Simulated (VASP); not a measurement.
# ZrB (Immm) in VASP: notebook, part 2 of 3

VASP 6.6.1. Earlier steps stand in the parts before.

## 3. Single point, PBEsol (strain +0.0150 x Voigt [0, 0, 0, 0, 1, 0])

Contents of INCAR:

```
  ALGO = Normal
  EDIFF = 1E-6
  ENCUT = 520
  GGA = PS
  ISIF = 2
  ISMEAR = 0
  LASPH = True
  LCHARG = True
  LELF = True
  LREAL = False
  LVHAR = True
  LWAVE = False
  NBANDS = 14
  NELM = 80
  PREC = Accurate
  SIGMA = 0.15
```

Contents of KPOINTS:

```
k-points
0
Gamma
  18 18 18
```

Contents of POSCAR:

```
ZrB
1.0
    0.0174375000      2.3250000000      2.3250000000
    2.3424375000      0.0000000000      2.3424375000
    2.3250000000      2.3250000000      0.0174375000
Zr B
1 1
Direct
    0.0000000000      0.0000000000      0.0000000000
    0.5000000000      0.5000000000      0.5000000000
```

Potentials or basis: VASP PAW PBE potentials, release 64 (Zr_sv, B).

Run with:

```sh
> cat potpaw_PBE.64/Zr_sv/POTCAR potpaw_PBE.64/B/POTCAR > POTCAR
> mpirun -np 1 vasp_std > vasp.out
```

OUTCAR:

```text
EDIFF = 1E-6
   ENCUT = 520
   GGA = PS
   ISIF = 2
   ISMEAR = 0
   LASPH = True
   LREAL = False
   NELM = 80
   PREC = Accurate

 ion  position               nearest neighbor table
   1  0.000  0.000  0.000-   2 2.33   2 2.33   2 2.33   2 2.33   2 2.33   2 2.33
   2  0.500  0.500  0.500-   1 2.33   1 2.33   1 2.33   1 2.33   1 2.33   1 2.33

  LATTYP: Found a body centered orthorhombic cell.
 ALAT       =     3.2633861835
 B/A-ratio  =     1.0151133501
 C/A-ratio  =     1.4249003147

  Lattice vectors:

 A1 = (   0.0174375000,  -2.3250000000,   2.3250000000)
 A2 = (  -0.0174375000,  -2.3250000000,  -2.3250000000)
 A3 = (   2.3250000000,   2.3250000000,   0.0174375000)

Analysis of symmetry for initial positions (statically):
=====================================================================
 Subroutine PRICEL returns:
 Original cell was already a primitive cell.

 Routine SETGRP: Setting up the symmetry group for a
 body centered orthorhombic supercell.

 Subroutine GETGRP returns: Found  8 space group operations
 (whereof  8 operations were pure point group operations)
 out of a pool of  8 trial point group operations.

The static configuration has the point symmetry D_2h.

Analysis of symmetry for dynamics (positions and initial velocities):
=====================================================================
 Subroutine PRICEL returns:
 Original cell was already a primitive cell.

 Routine SETGRP: Setting up the symmetry group for a
 body centered orthorhombic supercell.

 Subroutine GETGRP returns: Found  8 space group operations
 (whereof  8 operations were pure point group operations)
 out of a pool of  8 trial point group operations.

The dynamic configuration has the point symmetry D_2h.

 Subroutine INISYM returns: Found  8 space group operations
 (whereof  8 operations are pure point group operations),
 and found     1 'primitive' translations

----------------------------------------------------------------------------------------

                                     Primitive cell

  volume of cell :      25.1347

  direct lattice vectors                    reciprocal lattice vectors
     0.017437500  2.325000000  2.325000000    -0.216678855  0.215053763  0.216678855
     2.342437500  0.000000000  2.342437500     0.213452867 -0.215053763  0.213452867
     2.325000000  2.325000000  0.017437500     0.216678855  0.215053763 -0.216678855

  length of vectors
     3.288092770  3.312706882  3.288092770     0.374362890  0.370637794  0.374362890

  position of ions in fractional coordinates (direct lattice)
     0.000000000  0.000000000  0.000000000
     0.500000000  0.500000000  0.500000000

  ion indices of the primitive-cell ions
   primitive index   ion index
                 1           1
                 2           2

----------------------------------------------------------------------------------------

 KPOINTS: k-points

Automatic generation of k-mesh.
 Grid dimensions read from file:
 generate k-points for:   18   18   18

 Generating k-lattice:

[... 41 lines left out ...]
 -0.277778  0.055556 -0.000000      8.000000
 [... further k-points ...]
   k-points           NKPTS =    865   k-points in BZ     NKDIM =    865   number of bands    NBANDS=     14
   number of dos      NEDOS =    301   number of ions     NIONS =      2
   total plane-waves  NPLWV =  16128
   dimension x,y,z NGX =    24 NGY =   28 NGZ =   24
   dimension x,y,z NGXF=    48 NGYF=   56 NGZF=   48
   ions per type =               1   1
   NGX,Y,Z   is equivalent  to a cutoff of  12.13, 14.05, 12.13 a.u.
   NGXF,Y,Z  is equivalent  to a cutoff of  24.27, 28.10, 24.27 a.u.
 SYSTEM =  unknown system
   PREC   = accura    normal or accurate (medium, high low for compatibility)
   ISTART =      0    job   : 0-new  1-cont  2-samecut
   ICHARG =      2    charge: 1-file 2-atom 10-const
   ISPIN  =      1    spin polarized calculation?
   LNONCOLLINEAR =      F non collinear calculations
   LSORBIT =      F    spin-orbit coupling
   LASPH  =      T    aspherical Exc in radial PAW
   ENCUT  =  520.0 eV  38.22 Ry    6.18 a.u.   6.11  6.16  6.11*2*pi/ulx,y,z
   NELM   =     80;   NELMIN=  2; NELMDL= -5     # of ELM steps
   EDIFF  = 0.1E-05   stopping-criterion for ELM
   LREAL  =      F    real-space projection
   EDIFFG = 0.1E-04   stopping-criterion for IOM
   NSW    =      0    number of steps for IOM
   IBRION =     -1    ionic relax: 0-MD 1-quasi-New 2-CG
   NFREE  =      0    steps in history (QN), initial steepest desc. (CG)
   ISIF   =      2    stress and relaxation
   ISYM   =      2    0-nonsym 1-usesym 2-fastsym
   POTIM  = 0.5000    time-step for ionic-motion
   TEBEG  =    0.0;   TEEND  =   0.0 temperature during run
   PSTRESS=    0.0 pullay stress
   NELECT =      15.0000    total number of electrons
   NUPDOWN=      -1.0000    fix difference up-down
   EMIN   =  10.00;   EMAX   =-10.00  energy-range for DOS
   EFERMI =   0.00;   METHOD = LEGACY
   ISMEAR =     0;   SIGMA  =   0.15  broadening in eV -4-tet -1-fermi 0-gaus
   EFERMI_NEDOS =   21; number of points for ismear=-14 and -15
   IALGO  =     38    algorithm
   IMIX   =      4    mixing-type and parameters
     AMIX     =   0.40;   BMIX     =  1.00
     AMIX_MAG =   1.60;   BMIX_MAG =  1.00
  volume/ion in A,a.u.               =      12.57        84.81
  Fermi-wavevector in a.u.,A,eV,Ry     =   1.378311  2.604629 25.847534  1.899740
  Thomas-Fermi vector in A             =   2.503384
   LORBIT       =      0    0 simple, 1 ext, 2 COOP (PROOUT), +10 PAW based schemes
   GGA     = PS    functional components
   LHFCALC =     F    Hartree Fock is set to
   AEXX    =    0.0000 exact exchange contribution
   IVDW    =     0    specifies the selected vdW correction
   LEPSILON=     F    determine dielectric tensor
   LRPA    =     F    only Hartree local field effects (RPA)
 non-spin polarized calculation
 Gauss-broadening in eV      SIGMA  =   0.15
  energy-cutoff  :      520.00
  volume of cell :       25.13
 maximum number of plane-waves:       690
   NGX = 13   NGY = 13   NGZ = 13

 number of electron      15.0000000 magnetization

 Free energy of the ion-electron system (eV)
  ---------------------------------------------------
  ext. energy  EPLUGINS =         0.00000000
  ---------------------------------------------------
  free energy    TOTEN  =       -16.62053044 eV

  energy without entropy =      -16.60823683  energy(sigma->0) =      -16.61438364

 E-fermi :   8.9076     XC(G=0): -12.3316

 val. band max:        8.9058023235   @ k =  -0.1667   0.0556  -0.0000
 cond. band min:       8.9077532819   @ k =   0.3889  -0.3889   0.1111
 fundamental gap:      0.0019509585
 Fermi energy:         8.9076176024

 k-point     1 :       0.0000    0.0000    0.0000
  band No.  band energies     occupation
      1     -37.7514      2.00000
      2     -15.5353      2.00000
      3     -15.5210      2.00000
      4     -15.5071      2.00000
      5       0.5992      2.00000
      6      10.6953      0.00000
      7      10.7956      0.00000
      8      10.9068      0.00000
      9      12.6106      0.00000
     10      12.6108      0.00000
     11      12.7040      0.00000
     12      12.7606      0.00000
     13      12.8223      0.00000
     14      20.0141      0.00000
[... 377 lines left out ...]
      1     -37.6691      2.00000
      2     -16.1573      2.00000
      3     -15.6298      2.00000
      4     -15.5739      2.00000
      5       2.7008      2.00000
      6       7.3962      2.00000
      7       8.2224      2.00000
      8       8.4096      2.00000
      9      12.6642      0.00000
     10      13.2673      0.00000
     11      14.3348      0.00000
     12      18.4965      0.00000
     13      19.9087      0.00000
     14      21.1991      0.00000

 [... further k-points ...]

------------------------ aborting loop because EDIFF is reached ----------------------------------------

  FORCE on cell =-STRESS in cart. coord.  units (eV):
  Direction    XX          YY          ZZ          XY          YZ          ZX
  --------------------------------------------------------------------------------------
  -------------------------------------------------------------------------------------
  Total        4.6628174      4.6652623      4.6628174      0.0000000      0.0000000     -0.1338960
  in kB      297.2244655    297.3803105    297.2244655      0.0000000      0.0000000     -8.5350040
  external PRESSURE =     297.2764139 kB  Pullay stress =       0.0000000 kB

 VOLUME and BASIS-vectors are now :
 -----------------------------------------------------------------------------
  energy-cutoff  :      520.00
  volume of cell :       25.13
      direct lattice vectors                 reciprocal lattice vectors
     0.017437500  2.325000000  2.325000000    -0.216678855  0.215053763  0.216678855
     2.342437500  0.000000000  2.342437500     0.213452867 -0.215053763  0.213452867
     2.325000000  2.325000000  0.017437500     0.216678855  0.215053763 -0.216678855

 POSITION                                       TOTAL-FORCE (eV/Angst)
 -----------------------------------------------------------------------------------
      0.00000      0.00000      0.00000         0.000000      0.000000      0.000000
      2.34244      2.32500      2.34244         0.000000      0.000000     -0.000000
 -----------------------------------------------------------------------------------
    total drift:                                0.000000     -0.000000     -0.000000

  FREE ENERGIE OF THE ION-ELECTRON SYSTEM (eV)
  ---------------------------------------------------
  free  energy   TOTEN  =       -16.6205304394 eV

  energy  without entropy=      -16.6082368349  energy(sigma->0) =      -16.61438364
```

OSZICAR:

```text
N       E                     dE             d eps       ncg     rms          rms(c)
DAV:   1     0.960573593950E+02    0.96057E+02   -0.79022E+03 24236   0.104E+03
DAV:   2    -0.143914835214E+02   -0.11045E+03   -0.10459E+03 29700   0.286E+02
DAV:   3    -0.182047693941E+02   -0.38133E+01   -0.37717E+01 36210   0.450E+01
DAV:   4    -0.182778412931E+02   -0.73072E-01   -0.73046E-01 28978   0.573E+00
DAV:   5    -0.182795048861E+02   -0.16636E-02   -0.16636E-02 36190   0.595E-01    0.241E+01
DAV:   6    -0.166432573550E+02    0.16362E+01   -0.23002E+00 28848   0.137E+01    0.936E+00
DAV:   7    -0.166193590657E+02    0.23898E-01   -0.28342E-01 35822   0.384E+00    0.369E+00
DAV:   8    -0.166210174549E+02   -0.16584E-02   -0.29552E-02 29790   0.155E+00    0.339E-01
DAV:   9    -0.166204745839E+02    0.54287E-03   -0.22801E-03 27568   0.320E-01    0.134E-01
DAV:  10    -0.166205332225E+02   -0.58639E-04   -0.25724E-04 28636   0.183E-01    0.177E-02
DAV:  11    -0.166205312601E+02    0.19625E-05   -0.91061E-06 30838   0.265E-02    0.364E-03
DAV:  12    -0.166205304394E+02    0.82069E-06   -0.42851E-07 16336   0.765E-03
   1 F= -.16620530E+02 E0= -.16614384E+02  d E =-.122936E-01
```

It took 92 s on 1 thread of Intel Xeon 6975P-C (Granite Rapids), shared host; peak memory 0.4 GiB.

Results:

* Free energy: -16.6205 eV
* Pressure: 29.7 GPa
* Band gap on the k mesh: zero (an odd number of electrons rules out a gap without spin polarisation)

Stress tensor (GPa, compression positive):
```
29.72  0.00 -0.85
 0.00 29.74  0.00
-0.85  0.00 29.72
```

Levels at points of the mesh, in eV from the Fermi level:
| k point | band 5 | band 6 | band 7 | band 8 | band 9 | band 10 | band 11 | band 12 |
| --- | --- | --- | --- | --- | --- | --- | --- | --- |
| (0.00, 0.00, 0.00) | -8.31 | 1.79 | 1.89 | 2.00 | 3.70 | 3.70 | 3.80 | 3.85 |
| (0.50, 0.00, 0.00) | -4.22 | -3.49 | -1.52 | -1.40 | 5.73 | 5.86 | 7.43 | 8.20 |
| (0.00, 0.50, 0.00) | -4.21 | -3.58 | -1.42 | -1.30 | 5.65 | 5.81 | 7.34 | 8.29 |
| (0.50, 0.50, 0.00) | -6.46 | -1.16 | -0.28 | 2.58 | 2.58 | 5.49 | 6.94 | 6.94 |
| (0.50, 0.00, 0.50) | -6.46 | -1.16 | -0.28 | 2.49 | 2.66 | 5.49 | 6.94 | 6.94 |

Caveat: the cell differs from its parent crystal (strain +0.0150 x Voigt [0, 0, 0, 0, 1, 0]); the cell stands under pressure; the PAW data sets were made with another functional, which shifts forces and pressure a little.

(Continued in part 3 of 3.)
